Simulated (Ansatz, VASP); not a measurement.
# NiGe in VASP and in Ansatz

The input INCAR:

```
SYSTEM = NiGe
PREC = Accurate
ENCUT = 520
EDIFF = 1E-6
ISMEAR = 0
SIGMA = 0.15
LREAL = .False.
LASPH = .True.
NELM = 80
ALGO = Fast
ISIF = 2
LWAVE = .False.
LCHARG = .False.
GGA = PE
NBANDS = 58
```

The input KPOINTS:

```
regular mesh
0
Gamma
  8 12 8
  0 0 0
```

The input POSCAR:

```
NiGe
1.0
    5.3966575280      0.0000000000      0.0000000000
    0.0000000000      3.4808800805      0.0000000000
    0.0000000000      0.0000000000      5.7291605034
Ni Ge
4 4
Direct
    0.9942832188      0.7500000000      0.1901826734
    0.0057167812      0.2500000000      0.8098173266
    0.5057167812      0.2500000000      0.6901826734
    0.4942832188      0.7500000000      0.3098173266
    0.8103268991      0.7500000000      0.5874320982
    0.1896731009      0.2500000000      0.4125679018
    0.6896731009      0.2500000000      0.0874320982
    0.3103268991      0.7500000000      0.9125679018
```

Input for Ansatz:

```yaml
crystal:
  lattice:
    - [5.396657528, 0.0, 0.0]
    - [0.0, 3.4808800805, 0.0]
    - [0.0, 0.0, 5.7291605034]
  atoms:
    - { symbol: Ni, position: [0.9942832188, 0.75, 0.1901826734] }
    - { symbol: Ni, position: [0.0057167812, 0.25, 0.8098173266] }
    - { symbol: Ni, position: [0.5057167812, 0.25, 0.6901826734] }
    - { symbol: Ni, position: [0.4942832188, 0.75, 0.3098173266] }
    - { symbol: Ge, position: [0.8103268991, 0.75, 0.5874320982] }
    - { symbol: Ge, position: [0.1896731009, 0.25, 0.4125679018] }
    - { symbol: Ge, position: [0.6896731009, 0.25, 0.0874320982] }
    - { symbol: Ge, position: [0.3103268991, 0.75, 0.9125679018] }
basis:
  ecutwfc: 420
kpoints:
  mp_grid: { grid: [8, 12, 8] }
hamiltonian:
  xc: pbe
scf:
  occupations: { method: gaussian, width: 0.15 }
output:
  forces: true
  stress: true
  eigenvalues: true
```

Change from the starting cell: strain -0.0200 x Voigt [0, 0, 1, 0, 0, 0], atoms carried along.

Alike in both runs: task single point; functional PBE; k mesh 8 × 12 × 8; occupations gaussian, width 0.15 eV; no spin polarisation.

```csv
,VASP,Ansatz
version,VASP 6.6.1,Ansatz 0.2.0
potentials or method,"VASP PAW PBE potentials, release 64 (Ni, Ge_d), cutoff 520 eV","scalar-relativistic, plane waves, PAW"
valence electrons in the cell,96,128
```

VASP gave:

* gap on the k mesh at the Fermi level (eV): none
* pressure (GPa): 3.2
* traceless stress, the component that is largest in VASP (GPa): 1.59
* rms of the force components (eV/Å): 0.058

**Question.** Which values does Ansatz return?

**Answer.** gap on the k mesh at the Fermi level (eV): none; pressure (GPa): 2.9; traceless stress, the component that is largest in VASP (GPa): 1.58; rms of the force components (eV/Å): 0.055.

Atom by atom the forces differ by 0.004 eV/Å (rms over components). A gap of «none» marks a metal or a gap that the smearing closes. VASP's potentials hold 96 valence electrons a cell and Ansatz's 128, so a difference there can come from the potentials and not from the codes.
